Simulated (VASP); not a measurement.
Input of a VASP 6.6.1 run:

POSCAR

```
BN
1.0
    0.0000000000      1.7458259350      1.7283676756
    1.7458259350      0.0000000000      1.7283676756
    1.7458259350      1.7458259350      0.0000000000
B N
1 1
Direct
    0.0000000000      0.0000000000      0.0000000000
    0.5000000000      0.5000000000      0.5000000000
```

Contents of INCAR.step1:

```
SYSTEM = BN
PREC     = Accurate       ! precision mode
ENCUT    = 500            ! plane-wave cutoff, eV
EDIFF    = 1E-8           ! SCF threshold, eV
ISMEAR   = 0              ! smearing method
SIGMA    = 0.01           ! smearing width, eV
LREAL    = .FALSE.        ! projectors in reciprocal space
LASPH    = .TRUE.         ! aspherical terms in the spheres
NELM     = 100            ! most SCF steps
ALGO     = Normal         ! electronic algorithm
LWAVE    = .TRUE.         ! write WAVECAR
LCHARG   = .FALSE.        ! write CHGCAR
GGA      = PE             ! functional
```

File INCAR.step2:

```
SYSTEM = BN
PREC     = Accurate       ! precision mode
ENCUT    = 500            ! plane-wave cutoff, eV
EDIFF    = 1E-8           ! SCF threshold, eV
ISMEAR   = 0              ! smearing method
SIGMA    = 0.01           ! smearing width, eV
LREAL    = .FALSE.        ! projectors in reciprocal space
LASPH    = .TRUE.         ! aspherical terms in the spheres
NELM     = 1              ! most SCF steps
ALGO     = Exact          ! electronic algorithm
LWAVE    = .TRUE.         ! write WAVECAR
LCHARG   = .FALSE.        ! write CHGCAR
GGA      = PE             ! functional
NBANDS   = 47             ! bands
LOPTICS  = .TRUE.         ! frequency-dependent dielectric function
ISTART   = 1
```

INCAR.step3

```
SYSTEM = BN
PREC     = Accurate       ! precision mode
ENCUT    = 500            ! plane-wave cutoff, eV
EDIFF    = 1E-8           ! SCF threshold, eV
ISMEAR   = 0              ! smearing method
SIGMA    = 0.01           ! smearing width, eV
LREAL    = .FALSE.        ! projectors in reciprocal space
LASPH    = .TRUE.         ! aspherical terms in the spheres
ALGO     = EVGW0          ! electronic algorithm
LWAVE    = .FALSE.        ! write WAVECAR
LCHARG   = .FALSE.        ! write CHGCAR
GGA      = PE             ! functional
NELMGW   = 1            
NBANDS   = 47             ! bands
ENCUTGW  = 150.0          ! cutoff of the response function
NOMEGA   = 96             ! frequency points
PRECFOCK = Fast         
ISTART   = 1            
NBANDSGW = 12           
OMEGAMAX = 30
```

The input KPOINTS:

```
Automatic mesh
0
G
  8 8 8
  0 0 0
```

Potentials or basis: VASP PAW PBE potentials, release 64 (B_GW, N_GW).

Launch:

```bash
$ cat potpaw_PBE.64/B_GW/POTCAR potpaw_PBE.64/N_GW/POTCAR > POTCAR
$ cp INCAR.step1 INCAR
$ mpirun -np 1 vasp_std > vasp.out
$ cp INCAR.step2 INCAR
$ mpirun -np 1 vasp_std > vasp.out
$ cp INCAR.step3 INCAR
$ mpirun -np 1 vasp_std > vasp.out
```

Question: What does it give for the quasiparticle gap?

Answer: 1.73 eV.

Question: What does it give for the least direct quasiparticle gap?

Answer: 6.74 eV.

Question: Predict the band gap of the starting levels on the mesh.

Answer: 1.25 eV.

Caveat: the k points lie up to 0.39 Å⁻¹ apart; bands, screening cutoff and mesh are small and nothing is extrapolated, so the quasiparticle values aren't converged; the structure was generated, so it needn't be the stable form of BN.
